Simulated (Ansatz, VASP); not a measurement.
# One calculation of AlPd4, two programs

File INCAR:

```
SYSTEM = AlPd4
ALGO = Normal
EDIFF = 1E-6
ENCUT = 520
GGA = PE
ISIF = 2
ISMEAR = 0
LASPH = .True.
LCHARG = .True.
LELF = .True.
LREAL = .False.
LVHAR = .True.
LWAVE = .False.
NBANDS = 30
NELM = 100
PREC = Accurate
SIGMA = 0.1
```

The input KPOINTS:

```
k-points
0
Gamma
  6 6 2
  0 0 0
```

POSCAR

```
AlPd4
1.0
    2.8891903600      0.0000000000      0.0000000000
   -1.4445951800      2.5021122500      0.0000000000
    0.0000000000      0.0000000000      9.2901378300
Al Pd
1 4
Direct
    0.0000000000      0.0000000000      0.0000000000
    0.3333333300      0.6666666700      0.8658552800
    0.3333333300      0.6666666700      0.3767953500
    0.6666666700      0.3333333300      0.1341447200
    0.6666666700      0.3333333300      0.6232046500
```

Input for Ansatz:

```yaml
crystal:
  lattice:
    - [2.88919036, 0.0, 0.0]
    - [-1.44459518, 2.50211225, 0.0]
    - [0.0, 0.0, 9.29013783]
  atoms:
    - { symbol: Al, position: [0.0, 0.0, 0.0] }
    - { symbol: Pd, position: [0.33333333, 0.66666667, 0.86585528] }
    - { symbol: Pd, position: [0.33333333, 0.66666667, 0.37679535] }
    - { symbol: Pd, position: [0.66666667, 0.33333333, 0.13414472] }
    - { symbol: Pd, position: [0.66666667, 0.33333333, 0.62320465] }
basis:
  ecutwfc: 420
kpoints:
  mp_grid: { grid: [6, 6, 2] }
hamiltonian:
  xc: pbe
scf:
  occupations: { method: gaussian, width: 0.1 }
  lower_state_search: "off"
output:
  forces: true
  stress: true
  eigenvalues: true
```

Change from the starting cell: species swapped into the Co4H type (P-3m1, No. 164).

Alike in both runs: task single point; functional PBE; k mesh 6 × 6 × 2; occupations gaussian, width 0.1 eV; no spin polarisation.

|  | VASP | Ansatz |
| --- | --- | --- |
| version | VASP 6.6.1 | Ansatz 0.2.0 |
| potentials or method | VASP PAW PBE potentials, release 64 (Al, Pd), cutoff 520 eV | scalar-relativistic, plane waves, PAW |
| valence electrons in the cell | 43 | 75 |

VASP gave:

- gap on the k mesh at the Fermi level (eV): none
- rms of the force components (eV/Å): 3.241

Task: Estimate Ansatz's values.

Result: gap on the k mesh at the Fermi level (eV): none; rms of the force components (eV/Å): 3.215.

Atom by atom the forces differ by 0.026 eV/Å (rms over components). A gap of «none» marks a metal or a gap that the smearing closes. VASP's potentials hold 43 valence electrons a cell and Ansatz's 75, so a difference there can come from the potentials and not from the codes.

The k mesh is coarse, so the values compare programs but aren't converged.
